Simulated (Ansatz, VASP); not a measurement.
**BaS in VASP and in Ansatz**

```xyz
2
Lattice="0.0000 2.9383 3.3215 2.9383 0.0000 3.3215 2.9383 2.9383 0.0000" Properties=species:S:1:pos:R:3 pbc="T T T"
Ba    0.0000    0.0000    0.0000
S     2.9383    2.9383    3.3215
```

Change from the starting cell: strain -0.080 along x and y, +0.040 along z, atoms carried along.

Alike in both runs: task single point; functional r2SCAN; k mesh 6 × 6 × 6; occupations gaussian, width 0.05 eV; no spin polarisation.

|  | VASP | Ansatz |
| --- | --- | --- |
| version | VASP 6.6.1 | Ansatz 0.2.0 |
| potentials or method | VASP PAW PBE potentials, release 64 (Ba_sv, S), cutoff 520 eV | scalar-relativistic, plane waves, PAW |
| valence electrons in the cell | 16 | 16 |

|  | VASP | Ansatz | Ansatz less VASP |
| --- | --- | --- | --- |
| gap on the k mesh at the Fermi level (eV) | 1.89 | 1.97 | +0.078 |
| least direct gap on the mesh (eV) | 1.89 | 1.97 | +0.078 |
| pressure (GPa) | 12.4 | 11.3 | -1.11 |
| traceless stress, the component that is largest in VASP (GPa) | -12.19 | -11.35 | +0.842 |

VASP's potentials were made for PBE, not for r2SCAN.

Spin-orbit coupling is off throughout.
